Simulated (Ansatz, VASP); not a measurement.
Two plane-wave programs on Cs

```
CELL_PARAMETERS angstrom
-3.14374 3.14374 3.14374
3.14374 -3.14374 3.14374
3.14374 3.14374 -3.14374
ATOMIC_POSITIONS crystal
Cs 0.00000 0.00000 0.00000
```

Alike in both runs: task single point; functional BLYP; k mesh 12 × 12 × 12; occupations fermi-dirac, width 0.1 eV; no spin polarisation.

|  | VASP | Ansatz |
| --- | --- | --- |
| version | VASP 6.6.1 | Ansatz 0.2.0 |
| potentials or method | VASP PAW PBE potentials, release 64 (Cs_sv), cutoff 520 eV | plane waves (420 eV) with PAW, scalar-relativistic |
| valence electrons in the cell | 9 | 9 |

|  | VASP | Ansatz | Ansatz less VASP |
| --- | --- | --- | --- |
| pressure (GPa) | 0.0 | 0.0 | 0.00 |

VASP's potentials were made for PBE, not for BLYP.

Neither program's run includes spin-orbit coupling.
